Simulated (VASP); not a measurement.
Write the native input for VASP 6.6.1 that does the following.

| Quantity | Value |
| --- | --- |
| Task | single point |
| Functional | PBE |
| Potentials or basis | VASP PAW PBE potentials, release 64 (Cd) |
| Cutoff | 520 eV |
| k mesh | 24 × 24 × 10 |
| Occupations | gaussian, width 0.15 eV |
| Spin | no spin polarisation |
| Dipole correction | no |
| Further INCAR settings | ALGO = Fast; EDIFF = 1e-06; NBANDS = 19 |

The structure of Cd lies in POSCAR:

```
Cd
1.0
    3.0628282248      0.0000000000      0.0000000000
   -1.5314141124      2.6524870501      0.0000000000
    0.0000000000      0.0000000000      5.3138981866
Cd
2
Direct
    0.3333333333      0.6666666667      0.2500000000
    0.6666666667      0.3333333333      0.7500000000
```

This cell differs from its parent crystal: ratio of the length along z to the lengths across it x 0.92, volume and fractional coordinates fixed.

The input as run:

INCAR

```
SYSTEM = Cd
PREC = Accurate
ENCUT = 520
EDIFF = 1E-6
ISMEAR = 0
SIGMA = 0.15
LREAL = .False.
LASPH = .True.
NELM = 100
ALGO = Fast
ISIF = 2
LWAVE = .False.
LCHARG = .False.
GGA = PE
NBANDS = 19
```

KPOINTS

```
regular mesh
0
Gamma
  24 24 10
  0 0 0
```

Potentials or basis: VASP PAW PBE potentials, release 64 (Cd).

Run with:

```sh
$ cat potpaw_PBE.64/Cd/POTCAR > POTCAR
$ mpirun -np 1 vasp_std > vasp.out
```

Results of the run:

```yaml
Pressure: 2.6 GPa
Band_gap_on_the_k_mesh: zero (bands 12 and 13 overlap by 3.62 eV)
```

Wall time 3.1 min on 1 thread of AMD EPYC 9755 128-Core Processor, on a shared host, peak memory 0.31 GiB.
